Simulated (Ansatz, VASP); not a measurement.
**Cs: VASP beside Ansatz**

Contents of POSCAR:

```
Cs
1.0
   -2.9647812493      2.9647812493      2.9647812493
    2.9647812493     -2.9647812493      2.9647812493
    2.9647812493      2.9647812493     -2.9647812493
Cs
1
Direct
    0.0000000000      0.0000000000      0.0000000000
```

File INCAR.step1:

```
ALGO     = Normal         # electronic algorithm
EDIFF    = 1E-4           # SCF threshold, eV
ENCUT    = 520            # plane-wave cutoff, eV
GGA      = PE             # functional
ISMEAR   = 0              # smearing method
LASPH    = True           # aspherical terms in the spheres
LCHARG   = False          # write CHGCAR
LREAL    = False          # projectors in reciprocal space
LWAVE    = True           # write WAVECAR
NBANDS   = 10             # bands
NELM     = 60             # most SCF steps
PREC     = Accurate       # precision mode
SIGMA    = 0.05           # smearing width, eV
```

File INCAR.step2:

```
ALGO     = Normal         # electronic algorithm
EDIFF    = 1E-6           # SCF threshold, eV
ENCUT    = 520            # plane-wave cutoff, eV
ISIF     = 2              # what is computed and relaxed
ISMEAR   = 0              # smearing method
ISTART   = 1            
LASPH    = True           # aspherical terms in the spheres
LCHARG   = False          # write CHGCAR
LMIXTAU  = True         
LREAL    = False          # projectors in reciprocal space
LWAVE    = False          # write WAVECAR
METAGGA  = R2SCAN         # meta-GGA
NBANDS   = 10             # bands
NELM     = 60             # most SCF steps
PREC     = Accurate       # precision mode
SIGMA    = 0.05           # smearing width, eV
```

The input KPOINTS:

```
k-points
0
Gamma
  10 10 10
```

Input for Ansatz:

```yaml
crystal:
  lattice:
    - [-2.9647812493, 2.9647812493, 2.9647812493]
    - [2.9647812493, -2.9647812493, 2.9647812493]
    - [2.9647812493, 2.9647812493, -2.9647812493]
  atoms:
    - { symbol: Cs, position: [0.0, 0.0, 0.0] }
basis:
  ecutwfc: 500
  ecutrho_ratio: 4
kpoints:
  mp_grid: { grid: [10, 10, 10] }
hamiltonian:
  xc: r2scan
scf:
  occupations: { method: gaussian, width: 0.05 }
output:
  forces: true
  stress: true
  eigenvalues: true
```

Alike in both runs: task single point; functional r2SCAN; k mesh 10 × 10 × 10; occupations gaussian, width 0.05 eV; no spin polarisation.

|  | VASP | Ansatz |
| --- | --- | --- |
| version | VASP 6.6.1 | Ansatz 0.2.0 |
| potentials or method | VASP PAW PBE potentials, release 64 (Cs_sv), cutoff 520 eV | scalar-relativistic, plane waves, PAW |
| valence electrons in the cell | 9 | 9 |

```tsv
	VASP	Ansatz	Ansatz less VASP
gap on the k mesh at the Fermi level (eV)	none	none	-
pressure (GPa)	0.4	0.4	+0.01
```

VASP's potentials were made for PBE, not for r2SCAN. A gap of «none» marks a metal or a gap that the smearing closes. The functional is the same, so the differences come from potentials, cutoffs and numerics.

Neither program's run includes spin-orbit coupling.
